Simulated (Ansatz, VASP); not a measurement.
# Two plane-wave programs on CdSe

```xyz
2
Lattice="0.0000 3.1681 2.9122 3.1681 0.0000 2.9122 3.1681 3.1681 0.0000" Properties=species:S:1:pos:R:3 pbc="T T T"
Cd    0.0000    0.0000    0.0000
Se    1.5840    1.5840    1.4561
```

Change from the starting cell: epitaxial_xy strain +3.3%.

Alike in both runs: task single point; functional PBE; k mesh 8 × 8 × 8; occupations fermi-dirac, width 0.02 eV; no spin polarisation.

|  | VASP | Ansatz |
| --- | --- | --- |
| version | VASP 6.6.1 | Ansatz 0.2.0 |
| potentials or method | VASP PAW PBE potentials, release 64 (Cd, Se) | plane waves, PAW |
| plane-wave cutoff (eV) | 520 | 420 |
| valence electrons in the cell | 18 | 36 |

```csv
,VASP,Ansatz,Ansatz less VASP
pressure (GPa),0.9,0.6,-0.26
"traceless stress, the component that is largest in VASP (GPa)",0.78,0.79,+0.017
```

VASP's potentials hold 18 valence electrons a cell and Ansatz's 36, so a difference there can come from the potentials and not from the codes.
